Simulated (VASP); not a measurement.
# CdSe in VASP: further runs

Runs on CdSe. Level: LDA. Tasks: single point.

All numbers are computed with VASP 6.6.1; they aren't measurements. Logs are shortened: lines on timing, memory, paths and dates and some standing lists are left out, and cuts for length are marked.

## (1) The cell of the first run

The structure is cubic, space group F-43m (No. 216). Conventional cell: a = 6.141 Å, b = 6.141 Å, c = 6.141 Å, α = 90.00°, β = 90.00°, γ = 90.00°. Within 3.5 Å of Cd (site symmetry -43m) lie 4 Se at 2.66 Å. Within 3.5 Å of Se (site symmetry -43m) lie 4 Cd at 2.66 Å.

## (2) Single point, LDA

INCAR reads:

```
ALGO = Normal
EDIFF = 1E-6
ENCUT = 520
ISIF = 2
ISMEAR = 0
LASPH = True
LCHARG = False
LREAL = False
LWAVE = False
NBANDS = 16
NELM = 60
PREC = Accurate
SIGMA = 0.05
```

KPOINTS reads:

```
k-points
0
Gamma
  6 6 6
```

POSCAR reads:

```
CdSe
1.0
    0.0000000000      3.0702710000      3.0702710000
    3.0702710000      0.0000000000      3.0702710000
    3.0702710000      3.0702710000      0.0000000000
Cd Se
1 1
Direct
    0.0000000000      0.0000000000      0.0000000000
    0.7500000000      0.7500000000      0.7500000000
```

Potentials or basis: VASP PAW LDA potentials, release 64 (Cd, Se).

Command:

```console
cat potpaw_LDA.64/Cd/POTCAR potpaw_LDA.64/Se/POTCAR > POTCAR
mpirun -np 1 vasp_std > vasp.out
```

OUTCAR:

```text
EDIFF = 1E-6
   ENCUT = 520
   ISIF = 2
   ISMEAR = 0
   LASPH = True
   LREAL = False
   NELM = 60
   PREC = Accurate

 ion  position               nearest neighbor table
   1  0.000  0.000  0.000-   2 2.66   2 2.66   2 2.66   2 2.66
   2  0.750  0.750  0.750-   1 2.66   1 2.66   1 2.66   1 2.66

  LATTYP: Found a face centered cubic cell.
 ALAT       =     6.1405420000

  Lattice vectors:

 A1 = (   0.0000000000,   3.0702710000,   3.0702710000)
 A2 = (   3.0702710000,   0.0000000000,   3.0702710000)
 A3 = (   3.0702710000,   3.0702710000,   0.0000000000)

Analysis of symmetry for initial positions (statically):
=====================================================================
 Subroutine PRICEL returns:
 Original cell was already a primitive cell.

 Routine SETGRP: Setting up the symmetry group for a
 face centered cubic supercell.

 Subroutine GETGRP returns: Found 24 space group operations
 (whereof 24 operations were pure point group operations)
 out of a pool of 48 trial point group operations.

The static configuration has the point symmetry T_d .

Analysis of symmetry for dynamics (positions and initial velocities):
=====================================================================
 Subroutine PRICEL returns:
 Original cell was already a primitive cell.

 Routine SETGRP: Setting up the symmetry group for a
 face centered cubic supercell.

 Subroutine GETGRP returns: Found 24 space group operations
 (whereof 24 operations were pure point group operations)
 out of a pool of 48 trial point group operations.

The dynamic configuration has the point symmetry T_d .

 Subroutine INISYM returns: Found 24 space group operations
 (whereof 24 operations are pure point group operations),
 and found     1 'primitive' translations

----------------------------------------------------------------------------------------

                                     Primitive cell

  volume of cell :      57.8842

  direct lattice vectors                    reciprocal lattice vectors
     0.000000000  3.070271000  3.070271000    -0.162852074  0.162852074  0.162852074
     3.070271000  0.000000000  3.070271000     0.162852074 -0.162852074  0.162852074
     3.070271000  3.070271000  0.000000000     0.162852074  0.162852074 -0.162852074

  length of vectors
     4.342018888  4.342018888  4.342018888     0.282068066  0.282068066  0.282068066

  position of ions in fractional coordinates (direct lattice)
     0.000000000  0.000000000  0.000000000
     0.750000000  0.750000000  0.750000000

  ion indices of the primitive-cell ions
   primitive index   ion index
                 1           1
                 2           2

----------------------------------------------------------------------------------------

 KPOINTS: k-points

Automatic generation of k-mesh.
 Grid dimensions read from file:
 generate k-points for:    6    6    6

 Generating k-lattice:

  Cartesian coordinates                     Fractional coordinates (reciprocal lattice)
    -0.027142012  0.027142012  0.027142012     0.166666667  0.000000000  0.000000000
     0.027142012 -0.027142012  0.027142012     0.000000000  0.166666667  0.000000000
     0.027142012  0.027142012 -0.027142012     0.000000000  0.000000000  0.166666667

  Length of vectors
     0.047011344  0.047011344  0.047011344

  Shift w.r.t. Gamma in fractional coordinates (k-lattice)
     0.000000000  0.000000000  0.000000000

 Subroutine IBZKPT returns following result:
 ===========================================

 Found     16 irreducible k-points:

 Following reciprocal coordinates:
            Coordinates               Weight
  0.000000  0.000000  0.000000      1.000000
  0.166667  0.000000  0.000000      8.000000
  0.333333  0.000000  0.000000      8.000000
  0.500000  0.000000  0.000000      4.000000
  0.166667  0.166667  0.000000      6.000000
  0.333333  0.166667  0.000000     24.000000
[... 8 lines left out ...]
 -0.333333  0.333333  0.166667     24.000000
 -0.333333  0.500000  0.166667     12.000000
   k-points           NKPTS =     16   k-points in BZ     NKDIM =     16   number of bands    NBANDS=     16
   number of dos      NEDOS =    301   number of ions     NIONS =      2
   total plane-waves  NPLWV =  32768
   dimension x,y,z NGX =    32 NGY =   32 NGZ =   32
   dimension x,y,z NGXF=    64 NGYF=   64 NGZF=   64
   ions per type =               1   1
   NGX,Y,Z   is equivalent  to a cutoff of  12.25, 12.25, 12.25 a.u.
   NGXF,Y,Z  is equivalent  to a cutoff of  24.50, 24.50, 24.50 a.u.
 SYSTEM =  unknown system
   PREC   = accura    normal or accurate (medium, high low for compatibility)
   ISTART =      0    job   : 0-new  1-cont  2-samecut
   ICHARG =      2    charge: 1-file 2-atom 10-const
   ISPIN  =      1    spin polarized calculation?
   LNONCOLLINEAR =      F non collinear calculations
   LSORBIT =      F    spin-orbit coupling
   LASPH  =      T    aspherical Exc in radial PAW
   ENCUT  =  520.0 eV  38.22 Ry    6.18 a.u.   8.07  8.07  8.07*2*pi/ulx,y,z
   NELM   =     60;   NELMIN=  2; NELMDL= -5     # of ELM steps
   EDIFF  = 0.1E-05   stopping-criterion for ELM
   LREAL  =      F    real-space projection
[... 7 lines left out ...]
   TEBEG  =    0.0;   TEEND  =   0.0 temperature during run
   PSTRESS=    0.0 pullay stress
   NELECT =      18.0000    total number of electrons
   NUPDOWN=      -1.0000    fix difference up-down
   EMIN   =  10.00;   EMAX   =-10.00  energy-range for DOS
   EFERMI =   0.00;   METHOD = LEGACY
   ISMEAR =     0;   SIGMA  =   0.05  broadening in eV -4-tet -1-fermi 0-gaus
   EFERMI_NEDOS =   21; number of points for ismear=-14 and -15
   IALGO  =     38    algorithm
   IMIX   =      4    mixing-type and parameters
     AMIX     =   0.40;   BMIX     =  1.00
     AMIX_MAG =   1.60;   BMIX_MAG =  1.00
  volume/ion in A,a.u.               =      28.94       195.31
  Fermi-wavevector in a.u.,A,eV,Ry     =   1.109121  2.095935 16.737201  1.230150
  Thomas-Fermi vector in A             =   2.245657
   LORBIT       =      0    0 simple, 1 ext, 2 COOP (PROOUT), +10 PAW based schemes
   GGA     = CA    functional components
   LHFCALC =     F    Hartree Fock is set to
   AEXX    =    0.0000 exact exchange contribution
   IVDW    =     0    specifies the selected vdW correction
   LEPSILON=     F    determine dielectric tensor
   LRPA    =     F    only Hartree local field effects (RPA)
 non-spin polarized calculation
 Gauss-broadening in eV      SIGMA  =   0.05
  energy-cutoff  :      520.00
  volume of cell :       57.88
 maximum number of plane-waves:      1588
   NGX = 17   NGY = 17   NGZ = 17

 number of electron      18.0000006 magnetization

 Free energy of the ion-electron system (eV)
  ---------------------------------------------------
  ext. energy  EPLUGINS =         0.00000000
  ---------------------------------------------------
  free energy    TOTEN  =        -6.72671881 eV

  energy without entropy =       -6.72671876  energy(sigma->0) =       -6.72671879

 E-fermi :   0.7414     XC(G=0):  -9.1641

 val. band max:        0.5861741451   @ k =   0.0000   0.0000   0.0000
 cond. band min:       0.8879304823   @ k =   0.0000   0.0000   0.0000
 fundamental gap:      0.3017563371
 Fermi energy:         0.7413874260

 k-point     1 :       0.0000    0.0000    0.0000
  band No.  band energies     occupation
      1     -11.9030      2.00000
      2      -7.2736      2.00000
      3      -7.2736      2.00000
      4      -7.2736      2.00000
      5      -6.9246      2.00000
      6      -6.9246      2.00000
[... 8 lines left out ...]
     15      11.6056      0.00000
     16      11.6056      0.00000

 k-point     2 :       0.1667    0.0000    0.0000
  band No.  band energies     occupation
      1     -11.8155      2.00000
      2      -7.2466      2.00000
      3      -7.2466      2.00000
      4      -7.1905      2.00000
      5      -6.9255      2.00000
      6      -6.9255      2.00000
[... 8 lines left out ...]
     15      10.5896      0.00000
     16      10.7698      0.00000

 k-point     3 :       0.3333    0.0000    0.0000
  band No.  band energies     occupation
      1     -11.6376      2.00000
      2      -7.2019      2.00000
      3      -7.2019      2.00000
      4      -6.9155      2.00000
      5      -6.9155      2.00000
      6      -6.9092      2.00000
[... 8 lines left out ...]
     15      10.9944      0.00000
     16      10.9944      0.00000

 k-point     4 :       0.5000    0.0000    0.0000
  band No.  band energies     occupation
      1     -11.5478      2.00000
      2      -7.1859      2.00000
      3      -7.1859      2.00000
      4      -6.9029      2.00000
      5      -6.9029      2.00000
      6      -6.6536      2.00000
[... 8 lines left out ...]
     15      12.5401      0.00000
     16      12.5401      0.00000

 k-point     5 :       0.1667    0.1667    0.0000
  band No.  band energies     occupation
      1     -11.7866      2.00000
      2      -7.2189      2.00000
      3      -7.2189      2.00000
      4      -7.2018      2.00000
      5      -6.9409      2.00000
      6      -6.9109      2.00000
[... 8 lines left out ...]
     15      11.8455      0.00000
     16      11.9038      0.00000

 k-point     6 :       0.3333    0.1667    0.0000
  band No.  band energies     occupation
      1     -11.6394      2.00000
      2      -7.1875      2.00000
      3      -7.1666      2.00000
      4      -7.0300      2.00000
      5      -6.9017      2.00000
      6      -6.8990      2.00000
[... 8 lines left out ...]
     15      11.9669      0.00000
     16      12.1157      0.00000

 k-point     7 :       0.5000    0.1667    0.0000
  band No.  band energies     occupation
      1     -11.5209      2.00000
      2      -7.1682      2.00000
      3      -7.1457      2.00000
      4      -6.9459      2.00000
      5      -6.8986      2.00000
      6      -6.6364      2.00000
[... 8 lines left out ...]
     15      12.1424      0.00000
     16      12.6576      0.00000

 k-point     8 :      -0.3333    0.1667    0.0000
  band No.  band energies     occupation
      1     -11.5504      2.00000
      2      -7.1690      2.00000
      3      -7.1647      2.00000
      4      -6.9268      2.00000
      5      -6.9252      2.00000
      6      -6.7146      2.00000
[... 8 lines left out ...]
     15      11.2840      0.00000
     16      12.4413      0.00000

 k-point     9 :      -0.1667    0.1667    0.0000
  band No.  band energies     occupation
      1     -11.6980      2.00000
      2      -7.2152      2.00000
      3      -7.1973      2.00000
      4      -7.0587      2.00000
      5      -6.9382      2.00000
      6      -6.9013      2.00000
[... 8 lines left out ...]
     15      10.9956      0.00000
     16      12.2498      0.00000

 k-point    10 :       0.3333    0.3333    0.0000
  band No.  band energies     occupation
      1     -11.5524      2.00000
      2      -7.0980      2.00000
      3      -7.0980      2.00000
      4      -7.0835      2.00000
      5      -6.8835      2.00000
      6      -6.8314      2.00000
[... 8 lines left out ...]
     15      12.4804      0.00000
     16      14.3113      0.00000

 k-point    11 :       0.5000    0.3333    0.0000
  band No.  band energies     occupation
      1     -11.4650      2.00000
      2      -7.1134      2.00000
      3      -7.0666      2.00000
      4      -7.0189      2.00000
      5      -6.8837      2.00000
      6      -6.6077      2.00000
[... 8 lines left out ...]
     15      12.9765      0.00000
     16      13.5143      0.00000

 k-point    12 :      -0.3333    0.3333    0.0000
  band No.  band energies     occupation
      1     -11.4648      2.00000
      2      -7.1382      2.00000
      3      -7.0953      2.00000
      4      -6.9609      2.00000
      5      -6.9118      2.00000
      6      -6.5282      2.00000
[... 8 lines left out ...]
     15      11.2399      0.00000
     16      14.3460      0.00000

 k-point    13 :       0.5000    0.5000    0.0000
  band No.  band energies     occupation
      1     -11.4360      2.00000
      2      -7.0939      2.00000
      3      -7.0305      2.00000
      4      -7.0305      2.00000
      5      -6.8698      2.00000
      6      -6.5946      2.00000
[... 8 lines left out ...]
     15      12.9541      0.00000
     16      13.6151      0.00000

 k-point    14 :       0.5000    0.3333    0.1667
  band No.  band energies     occupation
      1     -11.5227      2.00000
      2      -7.1379      2.00000
      3      -7.1293      2.00000
      4      -6.9882      2.00000
      5      -6.9001      2.00000
      6      -6.7026      2.00000
[... 8 lines left out ...]
     15      12.4378      0.00000
     16      13.5065      0.00000

 k-point    15 :      -0.3333    0.3333    0.1667
  band No.  band energies     occupation
      1     -11.4648      2.00000
      2      -7.1316      2.00000
      3      -7.1049      2.00000
      4      -6.9552      2.00000
      5      -6.9143      2.00000
      6      -6.5277      2.00000
[... 8 lines left out ...]
     15      12.2209      0.00000
     16      13.4199      0.00000

 k-point    16 :      -0.3333    0.5000    0.1667
  band No.  band energies     occupation
      1     -11.4366      2.00000
      2      -7.0980      2.00000
      3      -7.0823      2.00000
      4      -6.9843      2.00000
      5      -6.8987      2.00000
      6      -6.5045      2.00000
[... 8 lines left out ...]
     15      13.1376      0.00000
     16      13.3796      0.00000

------------------------ aborting loop because EDIFF is reached ----------------------------------------

  FORCE on cell =-STRESS in cart. coord.  units (eV):
  Direction    XX          YY          ZZ          XY          YZ          ZX
  --------------------------------------------------------------------------------------
  -------------------------------------------------------------------------------------
  Total       -1.0423774     -1.0423774     -1.0423774      0.0000000      0.0000000      0.0000000
  in kB      -28.8519689    -28.8519689    -28.8519689      0.0000000      0.0000000      0.0000000
  external PRESSURE =     -28.8519689 kB  Pullay stress =       0.0000000 kB

 VOLUME and BASIS-vectors are now :
 -----------------------------------------------------------------------------
  energy-cutoff  :      520.00
  volume of cell :       57.88
      direct lattice vectors                 reciprocal lattice vectors
     0.000000000  3.070271000  3.070271000    -0.162852074  0.162852074  0.162852074
     3.070271000  0.000000000  3.070271000     0.162852074 -0.162852074  0.162852074
     3.070271000  3.070271000  0.000000000     0.162852074  0.162852074 -0.162852074

 POSITION                                       TOTAL-FORCE (eV/Angst)
 -----------------------------------------------------------------------------------
      0.00000      0.00000      0.00000        -0.000000     -0.000000     -0.000000
      4.60541      4.60541      4.60541         0.000000      0.000000      0.000000
 -----------------------------------------------------------------------------------
    total drift:                                0.000000      0.000000      0.000000

  FREE ENERGIE OF THE ION-ELECTRON SYSTEM (eV)
  ---------------------------------------------------
  free  energy   TOTEN  =        -6.7267188109 eV

  energy  without entropy=       -6.7267187610  energy(sigma->0) =       -6.72671879
```

Run time: 16 s. Hardware: 1 thread of Intel Xeon Platinum 8259CL at 2.50GHz (Skylake/Cascade Lake), shared host; peak memory 0.15 GiB.

Results:

```yaml
Free_energy: -6.7267 eV
Pressure: -2.9 GPa
Band_gap_on_the_k_mesh: 0.30 eV, direct
```

Levels at points of the mesh, in eV from the valence-band top:
| k point | band 7 | band 8 | band 9 | band 10 | band 11 | band 12 |
| --- | --- | --- | --- | --- | --- | --- |
| (0.00, 0.00, 0.00) | 0.00 | 0.00 | 0.00 | 0.30 | 5.79 | 5.79 |
| (0.50, 0.00, 0.00) | -4.32 | -0.72 | -0.72 | 2.16 | 6.30 | 6.30 |
| (0.50, 0.50, 0.00) | -4.04 | -1.79 | -1.79 | 2.98 | 3.58 | 8.74 |

## (3) Single point, LDA

INCAR reads:

```
PREC = Accurate
ENCUT = 520
EDIFF = 1E-7
ISMEAR = 0
SIGMA = 0.05
LREAL = False
LASPH = True
NELM = 80
ALGO = Normal
ISIF = 2
LWAVE = False
LCHARG = False
NBANDS = 16
```

KPOINTS reads:

```
regular mesh
0
Gamma
  6 6 6
```

POSCAR reads:

```
CdSe
1.0
    0.0000000000      3.0190998167      3.1752299914
    3.0190998167      0.0000000000      3.1752299914
    3.0190998167      3.0190998167      0.0000000000
Cd Se
1 1
Direct
    0.0000000000      0.0000000000      0.0000000000
    0.7500000000      0.7500000000      0.7500000000
```

Potentials or basis: VASP PAW LDA potentials, release 64 (Cd, Se).

Command:

```console
cat potpaw_LDA.64/Cd/POTCAR potpaw_LDA.64/Se/POTCAR > POTCAR
mpirun -np 1 vasp_std > vasp.out
```

Run time: 38 s. Hardware: 1 thread of Intel Xeon Platinum 8259CL at 2.50GHz (Skylake/Cascade Lake), shared host; peak memory 0.17 GiB.

Results (log left out):

```
Free energy            : -6.7197 eV
Pressure               : -2.9 GPa
Band gap on the k mesh : 0.24 eV, direct
```

Stress tensor (GPa, compression positive):
```
-2.54  0.00  0.00
 0.00 -2.54  0.00
 0.00  0.00 -3.73
```

Levels at points of the mesh, in eV from the valence-band top:
```tsv
k point	band 7	band 8	band 9	band 10	band 11	band 12
(0.00, 0.00, 0.00)	-0.17	0.00	0.00	0.24	5.74	5.74
(0.50, 0.00, 0.00)	-4.36	-0.89	-0.66	2.08	6.10	6.43
(0.50, 0.50, 0.00)	-4.27	-1.70	-1.70	3.04	3.80	8.39
(0.50, 0.00, 0.50)	-3.99	-1.94	-1.87	2.88	3.39	8.82
```
